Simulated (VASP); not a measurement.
Runs of VASP 6.6.1 on BeTe. The structure is cubic, space group F-43m (No. 216). The conventional cell has a = 5.657 Å, b = 5.657 Å, c = 5.657 Å, α = 90.00°, β = 90.00°, γ = 90.00°. Be (site symmetry -43m) has 4 Te at 2.45 Å within 3.2 Å. Within 3.2 Å of Te (site symmetry -43m) lie 4 Be at 2.45 Å. 

```tsv
task	level	potentials or basis	k mesh	cutoff (eV)	smearing	grid for exact exchange (PRECFOCK)	share of exact exchange	screening parameter	GW scheme	GW iterations	gap on the mesh (eV)	pressure (GPa)
single point	PBE-based screened hybrid	VASP PAW PBE potentials, release 64 (Be, Te)	4 × 4 × 4	520	gaussian 0.01 eV	Normal	0.75	0.3 1/Å	-	-	3.63	-3.0
single point	PBE	VASP PAW PBE potentials, release 64 (Be, Te)	6 × 6 × 6	600	methfessel-paxton 0.2 eV	-	-	-	-	-	2.01	0.4
single point	LDA	VASP PAW LDA potentials, release 64 (Be, Te)	4 × 4 × 4	600	gaussian 0.01 eV	-	-	-	-	-	1.88	-2.5
single point	PBE	VASP PAW PBE potentials, release 64 (Be, Te)	6 × 6 × 6	600	methfessel-paxton 0.05 eV	-	-	-	-	-	2.01	0.4
single point	HSE06	VASP PAW PBE potentials, release 64 (Be, Te)	4 × 4 × 4	520	methfessel-paxton 0.001 eV	Normal	-	0.2079 1/Å	-	-	2.69	-0.5
single point	HSE06	VASP PAW PBE potentials, release 64 (Be, Te)	4 × 4 × 4	520	gaussian 0.01 eV	Normal	-	0.2079 1/Å	-	-	2.69	-0.5
single point	LDA	VASP PAW LDA potentials, release 64 (Be, Te)	6 × 6 × 6	600	gaussian 0.01 eV	-	-	-	-	-	1.90	(a)
single point	PBEsol	VASP PAW PBE potentials, release 64 (Be, Te)	6 × 6 × 6	600	gaussian 0.01 eV	-	-	-	-	-	1.88	(c)
single point	PBE-based screened hybrid	VASP PAW PBE potentials, release 64 (Be, Te)	4 × 4 × 4	520	gaussian 0.01 eV	Normal	0.15	0.2078 1/Å	-	-	(b)	0.0
single point	PBE	VASP PAW PBE potentials, release 64 (Be, Te)	6 × 6 × 6	600	fermi-dirac 0.5 eV	-	-	-	-	-	2.01	0.4
```

Alike in all rows: no spin polarisation; cell a = 4.000 Å, angles 60.0°, 2 atoms.

Question: Fill in the values left out.

Answer: (a) -2.9; (b) 2.40; (c) -1.3.

Caveats: some runs use coarse meshes; spin-orbit coupling is left out, which moves the levels of the heavy elements; the PAW data sets were made with another functional, which shifts forces and pressure a little (some runs).

A k mesh can miss the band edges, and the runs leave out spin-orbit coupling on Te.
